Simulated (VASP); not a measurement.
Set up this calculation in VASP 6.6.1, as the native input.

* Task: single point
* Functional: LDA
* Potentials or basis: VASP PAW LDA potentials, release 64 (Si, C)
* Cutoff: 600 eV
* k mesh: 12 × 12 × 12
* Occupations: gaussian, width 0.02 eV
* Spin: no spin polarisation
* Dipole correction: no
* Further INCAR settings: ALGO = Normal; EDIFF = 1e-06; NBANDS = 11

The structure of SiC (f.blda) lies in POSCAR:

```
SiC
1.0
    0.0000000000      2.1645334641      2.1645334641
    2.1645334641      0.0000000000      2.1645334641
    2.1645334641      2.1645334641      0.0000000000
Si C
1 1
Direct
    0.0000000000      0.0000000000      0.0000000000
    0.2500000000      0.2500000000      0.2500000000
```

These files were run (other wordings do the same):

INCAR

```
SYSTEM = SiC
PREC = Accurate ; ENCUT = 600
EDIFF = 1E-6 ; ISMEAR = 0
SIGMA = 0.02 ; LREAL = .FALSE.
LASPH = .TRUE. ; NELM = 120
ALGO = Normal ; ISIF = 2
LWAVE = .FALSE. ; LCHARG = .TRUE.
LELF = .TRUE. ; LVHAR = .TRUE.
NBANDS = 11 ; GGA_COMPAT = .FALSE.
```

KPOINTS

```
Automatic mesh
0
G
  12 12 12
  0 0 0
```

Potentials or basis: VASP PAW LDA potentials, release 64 (Si, C).

Run with:

```bash
$ cat potpaw_LDA.64/Si/POTCAR potpaw_LDA.64/C/POTCAR > POTCAR
$ mpirun -np 1 vasp_std > vasp.out
```

It gave:

* Pressure: 0.2 GPa
* Band gap on the k mesh: 1.29 eV, indirect (least direct gap 4.52 eV)

Run time: 7.9 s on 1 thread of Intel Xeon 6975P-C, on a shared host, peak memory 0.13 GiB.
